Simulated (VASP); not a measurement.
Set up this calculation in VASP 6.6.1, as the native input.

- Task: single point
- Functional: LDA
- Potentials or basis: VASP PAW LDA potentials, release 64 (Ir)
- Cutoff: 520 eV
- k mesh: 22 × 22 × 22
- Occupations: gaussian, width 0.15 eV
- Spin: no spin polarisation
- Dipole correction: no
- Further INCAR settings: ALGO = Normal; EDIFF = 1e-07; NBANDS = 10

The structure of Ir lies in POSCAR:

```
Ir
1.0
    0.0000000000      2.1476513608      1.4597586300
    2.1476513608      0.0000000000      1.4597586300
    2.1476513608      2.1476513608      0.0000000000
Ir
1
Direct
    0.0000000000      0.0000000000      0.0000000000
```

This cell differs from its parent crystal: volume 13.466 Å^3 an atom, c/a of the conventional cell 0.6797.

The input as run:

INCAR

```
SYSTEM = Ir
  ALGO = Normal
  EDIFF = 1E-7
  ENCUT = 520
  ISIF = 2
  ISMEAR = 0
  LASPH = .True.
  LCHARG = .True.
  LELF = .True.
  LREAL = .False.
  LVHAR = .True.
  LWAVE = .False.
  NBANDS = 10
  NELM = 100
  PREC = Accurate
  SIGMA = 0.15
```

KPOINTS

```
k-points
0
Gamma
  22 22 22
  0 0 0
```

Potentials or basis: VASP PAW LDA potentials, release 64 (Ir).

Run with:

```bash
$ cat potpaw_LDA.64/Ir/POTCAR > POTCAR
$ mpirun -np 1 vasp_std > vasp.out
```

Results of the run:

| Property | Result |
| --- | --- |
| Pressure | 28.3 GPa |

It took 3.8 min on 1 thread of AMD EPYC 7R13, on a shared host, peak memory 0.2 GiB.
